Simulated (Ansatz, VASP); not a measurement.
## Two plane-wave programs on PbF2

Contents of INCAR:

```
SYSTEM = PbF2
PREC = Accurate
ENCUT = 520
EDIFF = 1E-6
ISMEAR = 0
SIGMA = 0.05
LREAL = .FALSE.
LASPH = .TRUE.
NELM = 100
ALGO = Normal
ISIF = 2
LWAVE = .FALSE.
LCHARG = .TRUE.
GGA = PE
LELF = .TRUE.
LVHAR = .TRUE.
NBANDS = 21
```

The input KPOINTS:

```
regular mesh
0
G
  10 10 10
  0 0 0
```

POSCAR

```
PbF2
1.0
    0.0000000000      2.9802272209      2.9802272209
    2.9802272209      0.0000000000      2.9802272209
    2.9802272209      2.9802272209      0.0000000000
Pb F
1 2
Direct
    0.0000000000      0.0000000000      0.0000000000
    0.2500000000      0.2500000000      0.2500000000
    0.7500000000      0.7500000000      0.7500000000
```

Input for Ansatz:

```yaml
crystal:
  lattice:
    - [0.0, 2.9802272209, 2.9802272209]
    - [2.9802272209, 0.0, 2.9802272209]
    - [2.9802272209, 2.9802272209, 0.0]
  atoms:
    - { symbol: Pb, position: [0.0, 0.0, 0.0] }
    - { symbol: F, position: [0.25, 0.25, 0.25] }
    - { symbol: F, position: [0.75, 0.75, 0.75] }
basis:
  ecutwfc: 420
  ecutrho_ratio: 4
kpoints:
  mp_grid: { grid: [10, 10, 10] }
hamiltonian:
  xc: pbe
scf:
  occupations: { method: gaussian, width: 0.05 }
output:
  forces: true
  stress: true
  eigenvalues: true
```

Alike in both runs: task single point; functional PBE; k mesh 10 × 10 × 10; occupations gaussian, width 0.05 eV; no spin polarisation.

```csv
,VASP,Ansatz
version,VASP 6.6.1,Ansatz 0.2.0
potentials or method,"VASP PAW PBE potentials, release 64 (Pb_d, F), cutoff 520 eV","scalar-relativistic, plane waves, PAW"
valence electrons in the cell,28,28
```

```tsv
	VASP	Ansatz	Ansatz less VASP
gap on the k mesh at the Fermi level (eV)	4.43	4.43	+0.004
least direct gap on the mesh (eV)	4.56	4.57	+0.002
pressure (GPa)	1.2	1.4	+0.20
```

The functional is the same, so the differences come from potentials, cutoffs and numerics.

Spin-orbit coupling is off throughout.
